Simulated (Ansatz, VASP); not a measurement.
# Two plane-wave programs on ZnS

```
CELL_PARAMETERS angstrom
3.61879 0.00000 0.00000
-1.80939 3.13396 0.00000
0.00000 0.00000 7.11852
ATOMIC_POSITIONS crystal
Zn 0.33333 0.66667 0.00520
Zn 0.66667 0.33333 0.50520
S 0.33333 0.66667 0.34014
S 0.66667 0.33333 0.84014
```

Alike in both runs: task single point; functional PBE; k mesh 9 × 9 × 4; occupations gaussian, width 0.05 eV; no spin polarisation.

|  | VASP | Ansatz |
| --- | --- | --- |
| version | VASP 6.6.1 | Ansatz 0.2.0 |
| potentials or method | VASP PAW PBE potentials, release 64 (Zn, S), cutoff 520 eV | scalar-relativistic, plane waves, PAW |
| valence electrons in the cell | 36 | 36 |

```tsv
	VASP	Ansatz	Ansatz less VASP
gap on the k mesh at the Fermi level (eV)	0.66	0.66	+0.005
least direct gap on the mesh (eV)	0.66	0.66	+0.005
pressure (GPa)	-1.3	-1.4	-0.14
traceless stress, the component that is largest in VASP (GPa)	-11.35	-11.37	-0.016
rms of the force components (eV/Å)	0.346	0.350	+0.0046
```

Atom by atom the forces differ by 0.005 eV/Å (rms over components).
